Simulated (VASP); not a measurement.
Write the native input for VASP 6.6.1 that does the following.

```yaml
Task: single point
Functional: PBE
Potentials_or_basis: VASP PAW PBE potentials, release 64 (In_d, Sb)
Cutoff: 520 eV
k_mesh: 12 × 12 × 12
Occupations: gaussian, width 0.15 eV
Spin: no spin polarisation
Dipole_correction: no
Further_INCAR_settings: ALGO = Normal; EDIFF = 1e-06; NBANDS = 16
```

The structure of InSb lies in POSCAR:

```
InSb
1.0
    0.0000000000      3.2391000000      3.2391000000
    3.2391000000      0.0000000000      3.2391000000
    3.2391000000      3.2391000000      0.0000000000
In Sb
1 1
Direct
    0.0000000000      0.0000000000      0.0000000000
    0.7500000000      0.7500000000      0.7500000000
```

One way to write it, as run:

INCAR

```
SYSTEM = InSb
PREC = Accurate ; ENCUT = 520
EDIFF = 1E-6 ; ISMEAR = 0
SIGMA = 0.15 ; LREAL = .False.
LASPH = .True. ; NELM = 60
ALGO = Normal ; ISIF = 2
LWAVE = .False. ; LCHARG = .False.
GGA = PE ; NBANDS = 16
```

KPOINTS

```
Automatic mesh
0
Gamma
  12 12 12
  0 0 0
```

Potentials or basis: VASP PAW PBE potentials, release 64 (In_d, Sb).

Run with:

```sh
$ cat potpaw_PBE.64/In_d/POTCAR potpaw_PBE.64/Sb/POTCAR > POTCAR
$ mpirun -np 1 vasp_std > vasp.out
```

Results of the run:

* Pressure: 3.1 GPa
* Band gap on the k mesh: zero (filled and empty bands touch)

Caveat: spin-orbit coupling is left out, which moves the levels of the heavy elements.

Wall time 26 s on 1 thread of Intel(R) Xeon(R) 6975P-C (Granite Rapids), on a shared host, peak memory 0.25 GiB.
